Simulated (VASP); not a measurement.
A run of VASP 6.6.1 is set up as follows.

Contents of INCAR:

```
SYSTEM = Pb
ALGO     = Fast           ! electronic algorithm
EDIFF    = 1E-7           ! SCF threshold, eV
ENCUT    = 520            ! plane-wave cutoff, eV
GGA      = PE             ! functional
ISIF     = 2              ! what is computed and relaxed
ISMEAR   = 0              ! smearing method
LASPH    = .True.         ! aspherical terms in the spheres
LCHARG   = .False.        ! write CHGCAR
LREAL    = .False.        ! projectors in reciprocal space
LWAVE    = .False.        ! write WAVECAR
NBANDS   = 21             ! bands
NELM     = 100            ! most SCF steps
PREC     = Accurate       ! precision mode
SIGMA    = 0.05           ! smearing width, eV
```

KPOINTS

```
k-points
0
Gamma
  12 12 6
  0 0 0
```

The input POSCAR:

```
Pb
1.0
    3.4800000000      0.0000000000      0.0000000000
   -1.7400000000      3.0137684052      0.0000000000
    0.0000000000      0.0000000000      5.5900000000
Pb
2
Direct
    0.3333333333      0.6666666667      0.2500000000
    0.6539589144      0.3191953283      0.7530956123
```

Potentials or basis: VASP PAW PBE potentials, release 64 (Pb_d).

Run with:

```sh
$ cat potpaw_PBE.64/Pb_d/POTCAR > POTCAR
$ mpirun -np 1 vasp_std > vasp.out
```

(1) What does it give for the largest force?

(2) Estimate the pressure.

Results:

(1) 0.058 eV/Å.

(2) 3.8 GPa.

Caveat: the cell stands under pressure.
